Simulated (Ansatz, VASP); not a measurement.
N: VASP beside Ansatz

File INCAR:

```
  PREC = Accurate
  ENCUT = 520
  EDIFF = 1E-6
  ISMEAR = 0
  SIGMA = 0.15
  LREAL = F
  LASPH = T
  NELM = 60
  ALGO = Normal
  ISIF = 2
  LWAVE = F
  LCHARG = F
  GGA = CA
  NBANDS = 12
```

File KPOINTS:

```
Automatic mesh
0
Gamma
  15 15 8
```

POSCAR

```
N
1.0
    3.6290016496      0.0000000000      0.0000000000
   -1.8145008248      3.1428076190      0.0000000000
    0.0000000000      0.0000000000      6.3612000000
N
2
Direct
    0.3333333333      0.6666666667      0.2500000000
    0.6666666667      0.3333333333      0.7500000000
```

Input for Ansatz:

```yaml
crystal:
  lattice:
    - [3.6290016496, 0.0, 0.0]
    - [-1.8145008248, 3.142807619, 0.0]
    - [0.0, 0.0, 6.3612]
  atoms:
    - { symbol: "N", position: [0.3333333333, 0.6666666667, 0.25] }
    - { symbol: "N", position: [0.6666666667, 0.3333333333, 0.75] }
basis:
  ecutwfc: 420
kpoints:
  mp_grid: { grid: [15, 15, 8] }
hamiltonian:
  xc: lda
scf:
  occupations: { method: gaussian, width: 0.15 }
output:
  forces: true
  stress: true
  eigenvalues: true
```

Change from the starting cell: strain +0.000 along x and y, +0.080 along z, atoms carried along.

Alike in both runs: task single point; functional LDA; k mesh 15 × 15 × 8; occupations gaussian, width 0.15 eV; no spin polarisation.

|  | VASP | Ansatz |
| --- | --- | --- |
| version | VASP 6.6.1 | Ansatz 0.2.0 |
| potentials or method | VASP PAW LDA potentials, release 64 (N), cutoff 520 eV | scalar-relativistic, plane waves, PAW |
| valence electrons in the cell | 10 | 10 |

|  | VASP | Ansatz | Ansatz less VASP |
| --- | --- | --- | --- |
| gap on the k mesh at the Fermi level (eV) | none | none | - |
| pressure (GPa) | -7.1 | -7.0 | +0.07 |
| traceless stress, the component that is largest in VASP (GPa) | 1.24 | 1.21 | -0.028 |

LDA's correlation is that of Perdew and Zunger in VASP and of Perdew and Wang (1992) in Ansatz. A gap of «none» marks a metal or a gap that the smearing closes.
